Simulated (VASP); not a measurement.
SiGe: relaxation of the atoms with PBEsol

SiGe:

```
CELL_PARAMETERS angstrom
3.90445 0.00000 0.00000
-1.95223 3.38135 0.00000
0.00000 0.00000 6.45078
ATOMIC_POSITIONS crystal
Si 0.66667 0.33333 0.87461
Si 0.33333 0.66667 0.37461
Ge 0.66667 0.33333 0.50039
Ge 0.33333 0.66667 0.00039
```

```yaml
Program: VASP 6.6.1
Task: relaxation of the atoms
Functional: PBEsol
Potentials_or_basis: VASP PAW PBE potentials, release 64 (Si, Ge_d)
Cutoff: 520 eV
k_mesh: 12 × 12 × 6
Occupations: gaussian, width 0.02 eV
Spin: no spin polarisation
Dipole_correction: no
Further_INCAR_settings: ALGO = Normal; EDIFF = 1e-07; IBRION = 2; EDIFFG = -0.01; NSW = 60
```

```yaml
Energy_gained_by_relaxing: 0.0 meV/atom
Ionic_steps: 2
Pressure_after_relaxing: -0.3 GPa
Band_gap_on_the_k_mesh: 0.35 eV (least direct gap 0.40 eV)
```

Final structure:
```
Si Ge
1.0
     3.90445    0.00000    0.00000
    -1.95223    3.38135    0.00000
     0.00000    0.00000    6.45078
Si Ge
2 2
Cartesian
  1.9522 1.1271 5.6414
  0.0000 2.2542 2.4160
  1.9522 1.1271 3.2284
  0.0000 2.2542 0.0030
```

Levels at points of the mesh, in eV from the valence-band top:
```tsv
k point	band 16	band 17	band 18	band 19	band 20	band 21
(0.00, 0.00, 0.00)	-0.32	0.00	0.00	0.40	1.46	2.03
(0.50, 0.00, 0.00)	-3.17	-3.03	-1.53	0.35	1.96	3.19
(0.00, 0.00, 0.50)	-0.97	-0.97	-0.97	1.20	1.20	3.08
(0.50, 0.00, 0.50)	-2.60	-2.52	-2.52	0.61	0.61	1.78
```

It took 54 s on 4 MPI ranks on Intel(R) Xeon(R) Platinum 8175M CPU @ 2.50GHz (Skylake/Cascade Lake), with other jobs on the host, peak memory 0.28 GiB a rank.

Caveat: semilocal functionals underestimate gaps, and a narrow one can read as zero; the PAW data sets were made with another functional, which shifts forces and pressure a little. A k mesh can miss the band edges.
